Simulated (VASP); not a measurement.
CsH, 2 atoms in the cell. The structure is tetragonal, space group I4mm (No. 107). The conventional cell has a = 4.509 Å, b = 4.509 Å, c = 6.376 Å, α = 90.00°, β = 90.00°, γ = 90.00°. Cs (site symmetry 4mm) has 6 H at 3.04 to 3.34 Å within 4.0 Å. H (site symmetry 4mm) has 6 Cs at 3.04 to 3.34 Å within 4.0 Å.  This cell differs from its parent crystal: all Cs atoms moved +0.150 Å, as atom 1 along Cartesian [0 1 0].

- Program: VASP 6.6.1
- Task: single point
- Functional: r2SCAN
- Potentials or basis: VASP PAW PBE potentials, release 64 (Cs_sv, H)
- Cutoff: 520 eV
- k mesh: 6 × 6 × 6
- Occupations: gaussian, width 0.05 eV
- Spin: no spin polarisation
- Dipole correction: no
- Further INCAR settings: ALGO = Normal; EDIFF = 1e-06; NBANDS = 12

Potentials or basis: VASP PAW PBE potentials, release 64 (Cs_sv, H).

Run with:

```sh
$ cat potpaw_PBE.64/Cs_sv/POTCAR potpaw_PBE.64/H/POTCAR > POTCAR
$ cp INCAR.step1 INCAR
$ mpirun -np 1 vasp_std > vasp.out
$ cp INCAR.step2 INCAR
$ mpirun -np 1 vasp_std > vasp.out
```

Hardware: 1 thread of Intel(R) Xeon(R) 6975P-C (Granite Rapids), with other jobs on the host.

**Question.** Estimate the wall time of this run.

**Answer.** Wall time 40 s on 1 thread of Intel(R) Xeon(R) 6975P-C (Granite Rapids), with other jobs on the host, peak memory 0.22 GiB. Counts: k points 30.
